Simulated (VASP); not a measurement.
# AlN (d3) (Fm-3m) in VASP: a series of runs, part 2 of 2

VASP 6.6.1. The steps go on from the part before.

### 4 Single point, PBEsol+D3(BJ) (volume scaled by 0.97)

Contents of INCAR:

```
SYSTEM = AlN
ALGO = Normal
EDIFF = 1E-6
ENCUT = 600
GGA = PS
GGA_COMPAT = .FALSE.
ISIF = 2
ISMEAR = 0
IVDW = 12
LASPH = .TRUE.
LCHARG = .FALSE.
LREAL = .FALSE.
LWAVE = .FALSE.
NBANDS = 11
NELM = 120
PREC = Accurate
SIGMA = 0.02
```

Contents of KPOINTS:

```
k-points
0
G
  10 10 10
  0 0 0
```

Contents of POSCAR:

```
AlN
1.0
    0.0000000000      1.9880299017      1.9880299017
    1.9880299017      0.0000000000      1.9880299017
    1.9880299017      1.9880299017      0.0000000000
Al N
1 1
Direct
    0.5000000000      0.5000000000      0.5000000000
    0.0000000000      0.0000000000      0.0000000000
```

Potentials or basis: VASP PAW PBE potentials, release 64 (Al, N).

Launch:

```sh
cat potpaw_PBE.64/Al/POTCAR potpaw_PBE.64/N/POTCAR > POTCAR
mpirun -np 1 vasp_std > vasp.out
```

OUTCAR:

```text
SYSTEM = AlN
   EDIFF = 1E-6
   ENCUT = 600
   GGA = PS
   ISIF = 2
   ISMEAR = 0
   IVDW = 12
   LASPH = .TRUE.
   LREAL = .FALSE.
   NELM = 120
   PREC = Accurate
 IVDW          = 12

 ion  position               nearest neighbor table
   1  0.500  0.500  0.500-   2 1.99   2 1.99   2 1.99   2 1.99   2 1.99   2 1.99
   2  0.000  0.000  0.000-   1 1.99   1 1.99   1 1.99   1 1.99   1 1.99   1 1.99

  LATTYP: Found a face centered cubic cell.
 ALAT       =     3.9760598034

  Lattice vectors:

 A1 = (   0.0000000000,   1.9880299017,   1.9880299017)
 A2 = (   1.9880299017,   0.0000000000,   1.9880299017)
 A3 = (   1.9880299017,   1.9880299017,   0.0000000000)

Analysis of symmetry for initial positions (statically):
=====================================================================
 Subroutine PRICEL returns:
 Original cell was already a primitive cell.

 Routine SETGRP: Setting up the symmetry group for a
 face centered cubic supercell.

 Subroutine GETGRP returns: Found 48 space group operations
 (whereof 48 operations were pure point group operations)
 out of a pool of 48 trial point group operations.

The static configuration has the point symmetry O_h .

Analysis of symmetry for dynamics (positions and initial velocities):
=====================================================================
 Subroutine PRICEL returns:
 Original cell was already a primitive cell.

 Routine SETGRP: Setting up the symmetry group for a
 face centered cubic supercell.

 Subroutine GETGRP returns: Found 48 space group operations
 (whereof 48 operations were pure point group operations)
 out of a pool of 48 trial point group operations.

The dynamic configuration has the point symmetry O_h .

 Subroutine INISYM returns: Found 48 space group operations
 (whereof 48 operations are pure point group operations),
 and found     1 'primitive' translations

----------------------------------------------------------------------------------------

                                     Primitive cell

  volume of cell :      15.7144

[... 118 lines left out ...]
   LRPA    =     F    only Hartree local field effects (RPA)
 non-spin polarized calculation
 Gauss-broadening in eV      SIGMA  =   0.02
  energy-cutoff  :      600.00
  volume of cell :       15.71
 maximum number of plane-waves:       544
   NGX = 11   NGY = 11   NGZ = 11

 number of electron       8.0000000 magnetization

 Free energy of the ion-electron system (eV)
  ---------------------------------------------------
  ext. energy  EPLUGINS =         0.00000000
  ---------------------------------------------------
  free energy    TOTEN  =       -15.41281961 eV

  energy without entropy =      -15.41281961  energy(sigma->0) =      -15.41281961

 E-fermi :  10.6605     XC(G=0): -12.6915

 val. band max:       10.5536578068   @ k =   0.0000   0.0000   0.0000
 cond. band min:      15.5990149490   @ k =   0.5000   0.5000   0.0000
 fundamental gap:      5.0453571421
 Fermi energy:        10.6604542027

 k-point     1 :       0.0000    0.0000    0.0000
  band No.  band energies     occupation
      1      -7.4655      2.00000
      2      10.5537      2.00000
      3      10.5537      2.00000
      4      10.5537      2.00000
      5      16.9658      0.00000
      6      22.7362      0.00000
      7      22.7362      0.00000
      8      22.7362      0.00000
      9      27.9546      0.00000
     10      28.6113      0.00000
     11      28.6113      0.00000
[... 309 lines left out ...]
 k-point    24 :       0.4000    0.3000    0.0000
  band No.  band energies     occupation
      1      -4.2535      2.00000
      2       4.4630      2.00000
      3       7.5838      2.00000
      4       8.1356      2.00000
      5      16.8224      0.00000
      6      17.6493      0.00000
      7      23.2757      0.00000
      8      26.7023      0.00000
      9      27.5291      0.00000
     10      32.8433      0.00000
     11      35.9679      0.00000

 [... further k-points ...]

------------------------ aborting loop because EDIFF is reached ----------------------------------------

 Edisp (eV)   -0.60316

 E8    (eV) :    -0.3721

  FORCE on cell =-STRESS in cart. coord.  units (eV):
  Direction    XX          YY          ZZ          XY          YZ          ZX
  --------------------------------------------------------------------------------------
  -------------------------------------------------------------------------------------
  Total       0.84900     0.84900     0.84900     0.00000     0.00000     0.00000
  in kB      86.56059    86.56059    86.56059     0.00000     0.00000     0.00000
  external pressure =       86.56 kB  Pullay stress =        0.00 kB

 VOLUME and BASIS-vectors are now :
 -----------------------------------------------------------------------------
  energy-cutoff  :      600.00
  volume of cell :       15.71
      direct lattice vectors                 reciprocal lattice vectors
     0.000000000  1.988029902  1.988029902    -0.251505271  0.251505271  0.251505271
     1.988029902  0.000000000  1.988029902     0.251505271 -0.251505271  0.251505271
     1.988029902  1.988029902  0.000000000     0.251505271  0.251505271 -0.251505271

 POSITION                                       TOTAL-FORCE (eV/Angst)
 -----------------------------------------------------------------------------------
      1.98803      1.98803      1.98803         0.000000      0.000000      0.000000
      0.00000      0.00000      0.00000        -0.000000     -0.000000     -0.000000
 -----------------------------------------------------------------------------------
    total drift:                                0.000000     -0.000000     -0.000000

  FREE ENERGIE OF THE ION-ELECTRON SYSTEM (eV)
  ---------------------------------------------------
  free  energy   TOTEN  =       -16.0159785061 eV

  energy  without entropy=      -16.0159785061  energy(sigma->0) =      -16.01597851
```

stdout:

```text
POSCAR found type information on POSCAR AlN
 POSCAR found :  2 types and       2 ions
 scaLAPACK will be used
 -----------------------------------------------------------------------------
|                                                                             |
|                                                                             |
|     You enforced a specific xc type in the INCAR file but a different       |
|     I HOPE YOU KNOW WHAT YOU ARE DOING!                                     |
|                                                                             |
 -----------------------------------------------------------------------------

 LDA part: xc-table for (Slater+PW92), standard interpolation
 POSCAR, INCAR and KPOINTS ok, starting setup
 FFT: planning ... GRIDC
 FFT: planning ... GRID_SOFT
 FFT: planning ... GRID
 WAVECAR not read
 entering main loop
```

Wall time 6.2 s (1 thread of Intel Xeon 6975P-C, shared host); peak memory 0.15 GiB.

What came out:

```
Free energy                : -16.0160 eV
Pressure                   : 8.7 GPa
Band gap on the k mesh     : 5.05 eV, indirect (least direct gap 6.41 eV)
Dispersion energy per atom : -0.302 eV
```

Levels at points of the mesh, in eV from the valence-band top:
```csv
k point,band 2,band 3,band 4,band 5,band 6,band 7
"(0.00, 0.00, 0.00)",0.00,0.00,0.00,6.41,12.18,12.18
"(0.50, 0.00, 0.00)",-8.70,-1.19,-1.19,6.36,11.31,11.31
"(0.50, 0.50, 0.00)",-7.79,-2.96,-2.96,5.05,5.05,14.59
```

Caveat: the PAW data sets were made with another functional, which shifts forces and pressure a little. A k mesh can miss the band edges.

### 5 Single point, PBEsol+D3(BJ) (volume scaled by 1.03)

Contents of INCAR:

```
SYSTEM = AlN
PREC = Accurate ; ENCUT = 600
EDIFF = 1E-6 ; ISMEAR = 0
SIGMA = 0.02 ; LREAL = .False.
LASPH = .True. ; NELM = 120
ALGO = Normal ; ISIF = 2
LWAVE = .False. ; LCHARG = .False.
GGA = PS ; IVDW = 12
NBANDS = 11 ; GGA_COMPAT = .False.
```

Contents of KPOINTS:

```
regular mesh
0
Gamma
  10 10 10
  0 0 0
```

Contents of POSCAR:

```
AlN
1.0
    0.0000000000      2.0282029455      2.0282029455
    2.0282029455      0.0000000000      2.0282029455
    2.0282029455      2.0282029455      0.0000000000
Al N
1 1
Direct
    0.5000000000      0.5000000000      0.5000000000
    0.0000000000      0.0000000000      0.0000000000
```

Potentials or basis: VASP PAW PBE potentials, release 64 (Al, N).

Launch:

```sh
cat potpaw_PBE.64/Al/POTCAR potpaw_PBE.64/N/POTCAR > POTCAR
mpirun -np 1 vasp_std > vasp.out
```

OUTCAR:

```text
SYSTEM = AlN
   PREC = Accurate
   ENCUT = 600
   EDIFF = 1E-6
   ISMEAR = 0
   LREAL = .False.
   LASPH = .True.
   NELM = 120
   ISIF = 2
   GGA = PS
   IVDW = 12
 IVDW          = 12

 ion  position               nearest neighbor table
   1  0.500  0.500  0.500-   2 2.03   2 2.03   2 2.03   2 2.03   2 2.03   2 2.03
   2  0.000  0.000  0.000-   1 2.03   1 2.03   1 2.03   1 2.03   1 2.03   1 2.03

  LATTYP: Found a face centered cubic cell.
 ALAT       =     4.0564058910

  Lattice vectors:

 A1 = (   0.0000000000,   2.0282029455,   2.0282029455)
 A2 = (   2.0282029455,   0.0000000000,   2.0282029455)
 A3 = (   2.0282029455,   2.0282029455,   0.0000000000)

Analysis of symmetry for initial positions (statically):
=====================================================================
 Subroutine PRICEL returns:
 Original cell was already a primitive cell.

 Routine SETGRP: Setting up the symmetry group for a
 face centered cubic supercell.

 Subroutine GETGRP returns: Found 48 space group operations
 (whereof 48 operations were pure point group operations)
 out of a pool of 48 trial point group operations.

The static configuration has the point symmetry O_h .

Analysis of symmetry for dynamics (positions and initial velocities):
[... 173 lines left out ...]
      6      21.7561      0.00000
      7      21.7561      0.00000
      8      21.7561      0.00000
      9      26.8087      0.00000
     10      27.3778      0.00000
     11      27.3778      0.00000
[... 309 lines left out ...]
 k-point    24 :       0.4000    0.3000    0.0000
  band No.  band energies     occupation
      1      -4.6916      2.00000
      2       3.9163      2.00000
      3       6.9599      2.00000
      4       7.4806      2.00000
      5      15.7605      0.00000
      6      16.5331      0.00000
      7      21.7876      0.00000
      8      25.1569      0.00000
      9      25.9059      0.00000
     10      31.3819      0.00000
     11      34.2625      0.00000

 [... further k-points ...]

------------------------ aborting loop because EDIFF is reached ----------------------------------------

 Edisp (eV)   -0.56775

 E8    (eV) :    -0.3502

  FORCE on cell =-STRESS in cart. coord.  units (eV):
  Direction    XX          YY          ZZ          XY          YZ          ZX
  --------------------------------------------------------------------------------------
  -------------------------------------------------------------------------------------
  Total      -0.82249    -0.82249    -0.82249    -0.00000     0.00000     0.00000
  in kB     -78.97235   -78.97235   -78.97235    -0.00000     0.00000     0.00000
  external pressure =      -78.97 kB  Pullay stress =        0.00 kB

 VOLUME and BASIS-vectors are now :
 -----------------------------------------------------------------------------
  energy-cutoff  :      600.00
  volume of cell :       16.69
      direct lattice vectors                 reciprocal lattice vectors
     0.000000000  2.028202945  2.028202945    -0.246523653  0.246523653  0.246523653
     2.028202945  0.000000000  2.028202945     0.246523653 -0.246523653  0.246523653
     2.028202945  2.028202945  0.000000000     0.246523653  0.246523653 -0.246523653

 POSITION                                       TOTAL-FORCE (eV/Angst)
 -----------------------------------------------------------------------------------
      2.02820      2.02820      2.02820        -0.000000      0.000000     -0.000000
      0.00000      0.00000      0.00000         0.000000      0.000000      0.000000
 -----------------------------------------------------------------------------------
    total drift:                                0.000000     -0.000000     -0.000000

  FREE ENERGIE OF THE ION-ELECTRON SYSTEM (eV)
  ---------------------------------------------------
  free  energy   TOTEN  =       -16.0176022322 eV

  energy  without entropy=      -16.0176022322  energy(sigma->0) =      -16.01760223
```

OSZICAR:

```text
N       E                     dE             d eps       ncg     rms          rms(c)
DAV:   1     0.908453680523E+01    0.90845E+01   -0.42357E+03  1042   0.750E+02
DAV:   2    -0.161851842827E+02   -0.25270E+02   -0.23536E+02  1213   0.142E+02
DAV:   3    -0.170526846244E+02   -0.86750E+00   -0.86554E+00  1306   0.231E+01
DAV:   4    -0.170557735513E+02   -0.30889E-02   -0.30887E-02  1154   0.142E+00
DAV:   5    -0.170557973706E+02   -0.23819E-04   -0.23819E-04  1245   0.132E-01    0.723E+00
DAV:   6    -0.154887589498E+02    0.15670E+01   -0.67695E+00  1184   0.142E+01    0.268E+00
DAV:   7    -0.154634789369E+02    0.25280E-01   -0.16008E-01  1154   0.289E+00    0.173E+00
DAV:   8    -0.154501637847E+02    0.13315E-01   -0.14359E-02  1094   0.116E+00    0.342E-01
DAV:   9    -0.154498353934E+02    0.32839E-03   -0.14286E-03  1190   0.238E-01    0.154E-01
DAV:  10    -0.154498594122E+02   -0.24019E-04   -0.77406E-05  1178   0.638E-02    0.364E-02
DAV:  11    -0.154498557104E+02    0.37018E-05   -0.98130E-06  1163   0.191E-02    0.627E-03
DAV:  12    -0.154498554800E+02    0.23037E-06   -0.33351E-07   586   0.511E-03
   1 F= -.16017602E+02 E0= -.16017602E+02  d E =-.394503E-34
```

It took 5.9 s on 1 thread of Intel Xeon 6975P-C, shared host; peak memory 0.15 GiB.

What came out:

```
Free energy                : -16.0176 eV
Pressure                   : -7.9 GPa
Band gap on the k mesh     : 4.46 eV, indirect (least direct gap 5.53 eV)
Dispersion energy per atom : -0.284 eV
```

Caveat: the PAW data sets were made with another functional, which shifts forces and pressure a little. A k mesh can miss the band edges.

### 6 The runs side by side

```csv
cell,gap on the mesh (eV),pressure (GPa)
"a = 2.752 Å, angles 60.0°, 2 atoms",4.91,31.0
"a = 2.840 Å, angles 60.0°, 2 atoms",4.75,-0.2
"a = 2.811 Å, angles 60.0°, 2 atoms",5.05,8.7
"a = 2.868 Å, angles 60.0°, 2 atoms",4.46,-7.9
```

Alike in all rows: task single point; level PBEsol+D3(BJ); potentials or basis VASP PAW PBE potentials, release 64 (Al, N); no spin polarisation; k mesh 10 × 10 × 10; cutoff (eV) 600; smearing gaussian 0.02 eV.

Caveats: the PAW data sets were made with another functional, which shifts forces and pressure a little.

Absolute energies hang on the potentials; compare differences alone.
